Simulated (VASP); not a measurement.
# Cs2HgSe2 (Pbam) in VASP: single point with PBE

Aim: the single point of Cs2HgSe2 with PBE.

Everything below comes from runs of VASP 6.6.1. Logs are shortened: lines on timing, memory, paths and dates and some standing lists are left out, and cuts for length are marked.

### 1 The cell of the first run

It takes space group Pbam (No. 55, orthorhombic). Conventional cell: a = 8.254 Å, b = 10.418 Å, c = 4.751 Å, α = 90.00°, β = 90.00°, γ = 90.00°. Hg (site symmetry 2/m) has 2 Se at 2.43 Å within 3.2 Å. Within 4.8 Å of Cs (site symmetry m) lie 6 Se at 3.69 to 3.75 Å and 5 Cs at 3.91 to 4.75 Å and 4 Hg at 4.30 to 4.38 Å. Within 3.2 Å of Se (site symmetry m) lie 1 Hg at 2.43 Å.

### 2 Single point, PBE

Input file INCAR:

```
  ALGO = Normal
  EDIFF = 1E-7
  ENCUT = 520
  GGA = PE
  ISIF = 2
  ISMEAR = -1
  LASPH = True
  LCHARG = True
  LELF = True
  LREAL = False
  LVHAR = True
  LWAVE = False
  NBANDS = 53
  NELM = 60
  PREC = Accurate
  SIGMA = 0.1
```

Input file KPOINTS:

```
k-points
0
Gamma
  3 3 6
```

Input file POSCAR:

```
Cs2HgSe2
1.0
    8.2543590000      0.0000000000      0.0000000000
    0.0000000000     10.4178640000      0.0000000000
    0.0000000000      0.0000000000      4.7511800000
Hg Cs Se
2 4 4
Direct
    0.5000000000      0.5000000000      0.0000000000
    0.0000000000      0.0000000000      0.0000000000
    0.3922200000      0.8331100000      0.5000000000
    0.6077800000      0.1668900000      0.5000000000
    0.8922200000      0.6668900000      0.5000000000
    0.1077800000      0.3331100000      0.5000000000
    0.2302500000      0.5944500000      0.0000000000
    0.7697500000      0.4055500000      0.0000000000
    0.7302500000      0.9055500000      0.0000000000
    0.2697500000      0.0944500000      0.0000000000
```

Potentials or basis: VASP PAW PBE potentials, release 64 (Hg, Cs_sv, Se).

Launch:

```
> cat potpaw_PBE.64/Hg/POTCAR potpaw_PBE.64/Cs_sv/POTCAR potpaw_PBE.64/Se/POTCAR > POTCAR
> mpirun -np 1 vasp_std > vasp.out
```

OUTCAR:

```text
EDIFF = 1E-7
   ENCUT = 520
   GGA = PE
   ISIF = 2
   ISMEAR = -1
   LASPH = True
   LREAL = False
   NELM = 60
   PREC = Accurate

 ion  position               nearest neighbor table
   1  0.500  0.500  0.000-   7 2.43   8 2.43
   2  0.000  0.000  0.000-   9 2.43  10 2.43
   3  0.392  0.833  0.500-
   4  0.608  0.167  0.500-
   5  0.892  0.667  0.500-
   6  0.108  0.333  0.500-
   7  0.230  0.594  0.000-   1 2.43
   8  0.770  0.406  0.000-   1 2.43
   9  0.730  0.906  0.000-   2 2.43
  10  0.270  0.094  0.000-   2 2.43

  LATTYP: Found a simple orthorhombic cell.
 ALAT       =     4.7511800000
 B/A-ratio  =     1.7373282006
 C/A-ratio  =     2.1926898160

  Lattice vectors:

 A1 = (   0.0000000000,   0.0000000000,   4.7511800000)
 A2 = (   8.2543590000,   0.0000000000,   0.0000000000)
 A3 = (   0.0000000000,  10.4178640000,   0.0000000000)

Analysis of symmetry for initial positions (statically):
=====================================================================
 Subroutine PRICEL returns:
 Original cell was already a primitive cell.

 Routine SETGRP: Setting up the symmetry group for a
 simple orthorhombic supercell.

 Subroutine GETGRP returns: Found  8 space group operations
 (whereof  4 operations were pure point group operations)
 out of a pool of  8 trial point group operations.

The static configuration has the point symmetry C_2h.
 The point group associated with its full space group is D_2h.

Analysis of symmetry for dynamics (positions and initial velocities):
=====================================================================
 Subroutine PRICEL returns:
 Original cell was already a primitive cell.

 Routine SETGRP: Setting up the symmetry group for a
 simple orthorhombic supercell.

 Subroutine GETGRP returns: Found  8 space group operations
 (whereof  4 operations were pure point group operations)
 out of a pool of  8 trial point group operations.

The dynamic configuration has the point symmetry C_2h.
 The point group associated with its full space group is D_2h.

 Subroutine INISYM returns: Found  8 space group operations
 (whereof  4 operations are pure point group operations),
 and found     1 'primitive' translations

----------------------------------------------------------------------------------------

                                     Primitive cell

  volume of cell :     408.5672

  direct lattice vectors                    reciprocal lattice vectors
     8.254359000  0.000000000  0.000000000     0.121148111  0.000000000  0.000000000
     0.000000000 10.417864000  0.000000000     0.000000000  0.095988967  0.000000000
     0.000000000  0.000000000  4.751180000     0.000000000  0.000000000  0.210474030

  length of vectors
     8.254359000 10.417864000  4.751180000     0.121148111  0.095988967  0.210474030

  position of ions in fractional coordinates (direct lattice)
     0.500000000  0.500000000  0.000000000
     0.000000000  0.000000000  0.000000000
     0.392220000  0.833110000  0.500000000
     0.607780000  0.166890000  0.500000000
     0.892220000  0.666890000  0.500000000
     0.107780000  0.333110000  0.500000000
     0.230250000  0.594450000  0.000000000
     0.769750000  0.405550000  0.000000000
     0.730250000  0.905550000  0.000000000
     0.269750000  0.094450000  0.000000000

  ion indices of the primitive-cell ions
   primitive index   ion index
                 1           1
                 2           2
                 3           3
                 4           4
                 5           5
                 6           6
                 7           7
                 8           8
                 9           9
                10          10

----------------------------------------------------------------------------------------

 KPOINTS: k-points

Automatic generation of k-mesh.
 Grid dimensions read from file:
 generate k-points for:    3    3    6

 Generating k-lattice:

  Cartesian coordinates                     Fractional coordinates (reciprocal lattice)
     0.040382704  0.000000000  0.000000000     0.333333333  0.000000000  0.000000000
     0.000000000  0.031996322  0.000000000     0.000000000  0.333333333  0.000000000
     0.000000000  0.000000000  0.035079005     0.000000000  0.000000000  0.166666667

  Length of vectors
     0.040382704  0.031996322  0.035079005

  Shift w.r.t. Gamma in fractional coordinates (k-lattice)
     0.000000000  0.000000000  0.000000000

 Subroutine IBZKPT returns following result:
 ===========================================

 Found     16 irreducible k-points:

 Following reciprocal coordinates:
            Coordinates               Weight
  0.000000  0.000000  0.000000      1.000000
  0.333333  0.000000  0.000000      2.000000
  0.000000  0.333333  0.000000      2.000000
  0.333333  0.333333  0.000000      4.000000
  0.000000  0.000000  0.166667      2.000000
  0.333333  0.000000  0.166667      4.000000
[... 8 lines left out ...]
  0.000000  0.333333  0.500000      2.000000
  0.333333  0.333333  0.500000      4.000000
   k-points           NKPTS =     16   k-points in BZ     NKDIM =     16   number of bands    NBANDS=     53
   number of dos      NEDOS =    301   number of ions     NIONS =     10
   total plane-waves  NPLWV = 184320
   dimension x,y,z NGX =    64 NGY =   80 NGZ =   36
   dimension x,y,z NGXF=   128 NGYF=  160 NGZF=   72
   ions per type =               2   4   4
   NGX,Y,Z   is equivalent  to a cutoff of  12.89, 12.77, 12.60 a.u.
   NGXF,Y,Z  is equivalent  to a cutoff of  25.78, 25.53, 25.19 a.u.
 SYSTEM =  unknown system
   PREC   = accura    normal or accurate (medium, high low for compatibility)
   ISTART =      0    job   : 0-new  1-cont  2-samecut
   ICHARG =      2    charge: 1-file 2-atom 10-const
   ISPIN  =      1    spin polarized calculation?
   LNONCOLLINEAR =      F non collinear calculations
   LSORBIT =      F    spin-orbit coupling
   LASPH  =      T    aspherical Exc in radial PAW
   ENCUT  =  520.0 eV  38.22 Ry    6.18 a.u.  15.35 19.37  8.83*2*pi/ulx,y,z
   NELM   =     60;   NELMIN=  2; NELMDL= -5     # of ELM steps
   EDIFF  = 0.1E-06   stopping-criterion for ELM
   LREAL  =      F    real-space projection
   EDIFFG = 0.1E-05   stopping-criterion for IOM
   NSW    =      0    number of steps for IOM
   IBRION =     -1    ionic relax: 0-MD 1-quasi-New 2-CG
   NFREE  =      0    steps in history (QN), initial steepest desc. (CG)
   ISIF   =      2    stress and relaxation
   ISYM   =      2    0-nonsym 1-usesym 2-fastsym
   POTIM  = 0.5000    time-step for ionic-motion
   TEBEG  =    0.0;   TEEND  =   0.0 temperature during run
   PSTRESS=    0.0 pullay stress
   NELECT =      84.0000    total number of electrons
   NUPDOWN=      -1.0000    fix difference up-down
   EMIN   =  10.00;   EMAX   =-10.00  energy-range for DOS
   EFERMI =   0.00;   METHOD = LEGACY
   ISMEAR =    -1;   SIGMA  =   0.10  broadening in eV -4-tet -1-fermi 0-gaus
   EFERMI_NEDOS =   21; number of points for ismear=-14 and -15
   IALGO  =     38    algorithm
   IMIX   =      4    mixing-type and parameters
     AMIX     =   0.40;   BMIX     =  1.00
     AMIX_MAG =   1.60;   BMIX_MAG =  1.00
  volume/ion in A,a.u.               =      40.86       275.71
  Fermi-wavevector in a.u.,A,eV,Ry     =   0.966229  1.825908 12.702380  0.933599
  Thomas-Fermi vector in A             =   2.096013
   LORBIT       =      0    0 simple, 1 ext, 2 COOP (PROOUT), +10 PAW based schemes
   GGA     = PE    functional components
   LHFCALC =     F    Hartree Fock is set to
   AEXX    =    0.0000 exact exchange contribution
   IVDW    =     0    specifies the selected vdW correction
   LEPSILON=     F    determine dielectric tensor
   LRPA    =     F    only Hartree local field effects (RPA)
 non-spin polarized calculation
  energy-cutoff  :      520.00
  volume of cell :      408.57
 maximum number of plane-waves:     11057
 NGX is ok and might be reduce to    64
   NGX = 31   NGY = 39   NGZ = 17

 number of electron      83.9999991 magnetization

 Free energy of the ion-electron system (eV)
  ---------------------------------------------------
  ext. energy  EPLUGINS =         0.00000000
  ---------------------------------------------------
  free energy    TOTEN  =       -26.56962985 eV

  energy without entropy =      -26.56958584  energy(sigma->0) =      -26.56960785

 E-fermi :   1.6210     XC(G=0):  -7.8549

 val. band max:        0.5074704762   @ k =   0.3333   0.0000   0.0000
 cond. band min:       2.4315701156   @ k =   0.0000   0.0000   0.0000
 fundamental gap:      1.9240996394
 Fermi energy:         1.6210461790

 k-point     1 :       0.0000    0.0000    0.0000
  band No.  band energies     occupation
      1     -20.4980      2.00000
      2     -20.4661      2.00000
      3     -20.4339      2.00000
      4     -20.4062      2.00000
      5     -11.2599      2.00000
      6     -11.2046      2.00000
[... 45 lines left out ...]
     52       5.4110      0.00000
     53       5.6192      0.00000

 k-point     2 :       0.3333    0.0000    0.0000
  band No.  band energies     occupation
      1     -20.4901      2.00000
      2     -20.4741      2.00000
      3     -20.4270      2.00000
      4     -20.4132      2.00000
      5     -11.2318      2.00000
      6     -11.2020      2.00000
[... 45 lines left out ...]
     52       5.2787      0.00000
     53       5.5935      0.00000

 k-point     3 :       0.0000    0.3333    0.0000
  band No.  band energies     occupation
      1     -20.4921      2.00000
      2     -20.4773      2.00000
      3     -20.4237      2.00000
      4     -20.4111      2.00000
      5     -11.2452      2.00000
      6     -11.2175      2.00000
[... 45 lines left out ...]
     52       5.4037      0.00000
     53       5.4285      0.00000
[... 617 lines left out ...]
 k-point    15 :       0.0000    0.3333    0.5000
  band No.  band energies     occupation
      1     -20.4756      2.00000
      2     -20.4619      2.00000
      3     -20.4098      2.00000
      4     -20.3974      2.00000
      5     -11.2355      2.00000
      6     -11.1907      2.00000
[... 45 lines left out ...]
     52       5.9432      0.00000
     53       6.0983      0.00000

 k-point    16 :       0.3333    0.3333    0.5000
  band No.  band energies     occupation
      1     -20.4705      2.00000
      2     -20.4633      2.00000
      3     -20.4088      2.00000
      4     -20.4022      2.00000
      5     -11.1792      2.00000
      6     -11.1535      2.00000
[... 45 lines left out ...]
     52       6.1289      0.00000
     53       6.1413      0.00000

------------------------ aborting loop because EDIFF is reached ----------------------------------------

  FORCE on cell =-STRESS in cart. coord.  units (eV):
  Direction    XX          YY          ZZ          XY          YZ          ZX
  --------------------------------------------------------------------------------------
  -------------------------------------------------------------------------------------
  Total        4.4613017      2.5565662      2.2075614      0.0000000      0.0000000      0.0000000
  in kB       17.4947866     10.0254551      8.6568493      0.0000000      0.0000000      0.0000000
  external PRESSURE =      12.0590304 kB  Pullay stress =       0.0000000 kB

 VOLUME and BASIS-vectors are now :
 -----------------------------------------------------------------------------
  energy-cutoff  :      520.00
  volume of cell :      408.57
      direct lattice vectors                 reciprocal lattice vectors
     8.254359000  0.000000000  0.000000000     0.121148111  0.000000000  0.000000000
     0.000000000 10.417864000  0.000000000     0.000000000  0.095988967  0.000000000
     0.000000000  0.000000000  4.751180000     0.000000000  0.000000000  0.210474030

 POSITION                                       TOTAL-FORCE (eV/Angst)
 -----------------------------------------------------------------------------------
      4.12718      5.20893      0.00000         0.000000      0.000000      0.000000
      0.00000      0.00000      0.00000         0.000000      0.000000      0.000000
      3.23752      8.67923      2.37559        -0.012572     -0.009243      0.000000
      5.01683      1.73864      2.37559         0.012572      0.009243     -0.000000
      7.36470      6.94757      2.37559        -0.012572      0.009243      0.000000
      0.88965      3.47029      2.37559         0.012572     -0.009243     -0.000000
      1.90057      6.19290      0.00000        -0.249608      0.110122      0.000000
      6.35379      4.22496      0.00000         0.249608     -0.110122     -0.000000
      6.02775      9.43390      0.00000        -0.249608     -0.110122      0.000000
      2.22661      0.98397      0.00000         0.249608      0.110122     -0.000000
 -----------------------------------------------------------------------------------
    total drift:                                0.000000      0.000000      0.000000

  FREE ENERGIE OF THE ION-ELECTRON SYSTEM (eV)
  ---------------------------------------------------
  free  energy   TOTEN  =       -26.5696298497 eV

  energy  without entropy=      -26.5695858448  energy(sigma->0) =      -26.56960785
```

Wall time 4.6 min (1 thread of Intel Xeon Platinum 8488C (Sapphire Rapids), shared host); peak memory 0.62 GiB.

What came out:

```
Free energy            : -26.5696 eV
Pressure               : 1.2 GPa
Largest force          : 0.273 eV/Å
Band gap on the k mesh : 1.92 eV (least direct gap 1.95 eV)
```

Forces on the atoms (eV/Å):
```
Hg   0.000  0.000  0.000
Hg   0.000  0.000  0.000
Cs  -0.013 -0.009  0.000
Cs   0.013  0.009  0.000
Cs  -0.013  0.009  0.000
Cs   0.013 -0.009  0.000
Se  -0.250  0.110  0.000
Se   0.250 -0.110  0.000
Se  -0.250 -0.110  0.000
Se   0.250  0.110  0.000
```

Caveat: spin-orbit coupling is left out, which moves the levels of the heavy elements; an odd mesh through Γ misses points on the zone boundary, where band edges can lie.
